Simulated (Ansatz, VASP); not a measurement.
# Si3Sb: VASP beside Ansatz

```
Si Sb
1.0
     4.21265    0.00000    0.00000
     0.00000    4.21265    0.00000
     0.00000    0.00000    4.21265
Si Sb
3 1
Cartesian
  0.0000 2.1063 2.1063
  2.1063 0.0000 2.1063
  2.1063 2.1063 0.0000
  0.0000 0.0000 0.0000
```

Alike in both runs: functional r2SCAN; k mesh 4 × 4 × 4; occupations gaussian, width 0.1 eV; no spin polarisation.

Ansatz relaxed the structure, and its values are those at the end. VASP's run is a single point on that final structure, the one shown.

|  | VASP | Ansatz |
| --- | --- | --- |
| version | VASP 6.6.1 | Ansatz 0.2.0 |
| potentials or method | VASP PAW PBE potentials, release 64 (Si, Sb), cutoff 520 eV | scalar-relativistic, plane waves, PAW |
| valence electrons in the cell | 17 | 27 |

```tsv
	VASP	Ansatz	Ansatz less VASP
gap on the k mesh at the Fermi level (eV)	none	none	-
pressure (GPa)	-0.2	-0.2	-0.07
```

VASP's potentials were made for PBE, not for r2SCAN. A gap of «none» marks a metal or a gap that the smearing closes. VASP's potentials hold 17 valence electrons a cell and Ansatz's 27, so a difference there can come from the potentials and not from the codes.

The k mesh is coarse, so the values compare programs but aren't converged. Spin-orbit coupling is off throughout.
